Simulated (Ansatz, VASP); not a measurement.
## Two plane-wave programs on LiCl

INCAR

```
PREC = Accurate ; ENCUT = 520
EDIFF = 1E-7 ; ISMEAR = 0
SIGMA = 0.02 ; LREAL = False
LASPH = True ; NELM = 100
ALGO = Normal ; ISIF = 2
LWAVE = False ; LCHARG = False
GGA = PE ; NBANDS = 12
```

Contents of KPOINTS:

```
Automatic mesh
0
Gamma
  8 8 8
```

The input POSCAR:

```
LiCl
1.0
    0.0000000000      2.4954408578      2.4954408578
    2.4954408578      0.0000000000      2.4954408578
    2.4954408578      2.4954408578      0.0000000000
Li Cl
1 1
Direct
    0.0000000000      0.0000000000      0.0000000000
    0.5000000000      0.5000000000      0.5000000000
```

Input for Ansatz:

```yaml
crystal:
  lattice:
    - [0.0, 2.4954408578, 2.4954408578]
    - [2.4954408578, 0.0, 2.4954408578]
    - [2.4954408578, 2.4954408578, 0.0]
  atoms:
    - { symbol: Li, position: [0.0, 0.0, 0.0] }
    - { symbol: Cl, position: [0.5, 0.5, 0.5] }
basis:
  ecutwfc: 420
kpoints:
  mp_grid: { grid: [8, 8, 8] }
hamiltonian:
  xc: pbe
scf:
  occupations: { method: gaussian, width: 0.02 }
output:
  forces: true
  stress: true
  eigenvalues: true
```

Alike in both runs: task single point; functional PBE; k mesh 8 × 8 × 8; occupations gaussian, width 0.02 eV; no spin polarisation.

|  | VASP | Ansatz |
| --- | --- | --- |
| version | VASP 6.6.1 | Ansatz 0.2.0 |
| potentials or method | VASP PAW PBE potentials, release 64 (Li_sv, Cl), cutoff 520 eV | scalar-relativistic, plane waves, PAW |
| valence electrons in the cell | 10 | 10 |

Ansatz gave:

```
gap on the k mesh at the Fermi level (eV) : 6.82
least direct gap on the mesh (eV)         : 6.83
```

Question: Which values does VASP return?

Answer: gap on the k mesh at the Fermi level (eV): 6.84; least direct gap on the mesh (eV): 6.84.

The functional is the same, so the differences come from potentials, cutoffs and numerics.

Noted on VASP's run: the cutoff is short for stress, so the pressure is rough.
